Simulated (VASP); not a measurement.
Input of a VASP 6.6.1 run:

File INCAR:

```
ALGO = Normal ; EDIFF = 1E-6
ENCUT = 520 ; GGA = PS
ISIF = 2 ; ISMEAR = 0
ISPIN = 2 ; LASPH = T
LCHARG = F ; LMAXMIX = 6
LORBIT = 11 ; LREAL = F
LWAVE = F ; MAGMOM = 3 0 0 0
NBANDS = 22 ; NELM = 150
PREC = Accurate ; SIGMA = 0.05
```

KPOINTS

```
k-points
0
Gamma
  8 8 8
```

The input POSCAR:

```
NdMg3
1.0
    0.0000000000      3.7077772617      3.7077772617
    3.7077772617      0.0000000000      3.7077772617
    3.7077772617      3.7077772617      0.0000000000
Nd Mg
1 3
Direct
    0.0000000000      0.0000000000      0.0000000000
    0.5000000000      0.5000000000      0.5000000000
    0.2500000000      0.2500000000      0.2500000000
    0.7500000000      0.7500000000      0.7500000000
```

Potentials or basis: VASP PAW PBE potentials, release 64 (Nd, Mg).

Run with:

```console
$ cat potpaw_PBE.64/Nd/POTCAR potpaw_PBE.64/Mg/POTCAR > POTCAR
$ mpirun -np 1 vasp_std > vasp.out
```

(1) What does it give for the net moment?

(2) Estimate the pressure.

Answers

(1) 3.62 μB per cell.

(2) -0.6 GPa.

Caveat: the magnetic or orbital state may not be the lowest; the PAW data sets were made with another functional, which shifts forces and pressure a little.
